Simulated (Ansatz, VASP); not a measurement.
InSe: VASP beside Ansatz

```
CELL_PARAMETERS angstrom
5.94512 -2.08204 0.00000
5.94512 2.08204 0.00000
-1.62046 0.00000 4.38055
ATOMIC_POSITIONS crystal
In 0.88400 0.88400 0.00500
In 0.11600 0.11600 0.99500
Se 0.66000 0.66000 0.64200
Se 0.34000 0.34000 0.35800
```

Change from the starting cell: volume scaled by 1.04.

Alike in both runs: task single point; functional PBEsol; k mesh 7 × 7 × 6; occupations fermi-dirac, width 0.02 eV; no spin polarisation.

```csv
,VASP,Ansatz
version,VASP 6.6.1,Ansatz 0.2.0
potentials or method,"VASP PAW PBE potentials, release 64 (In_d, Se), cutoff 520 eV","all-electron LAPW, scalar-relativistic"
```

|  | VASP | Ansatz | Ansatz less VASP |
| --- | --- | --- | --- |
| gap on the k mesh at the Fermi level (eV) | 0.80 | 0.81 | +0.005 |
| pressure (GPa) | -2.2 | -2.2 | -0.06 |
| traceless stress, the component that is largest in VASP (GPa) | 1.73 | 1.71 | -0.020 |
| rms of the force components (eV/Å) | 0.348 | 0.351 | +0.0026 |

VASP's potentials were made for PBE, not for PBEsol. Atom by atom the forces differ by 0.008 eV/Å (rms over components). Ansatz ran all-electron here, and VASP with PAW potentials.
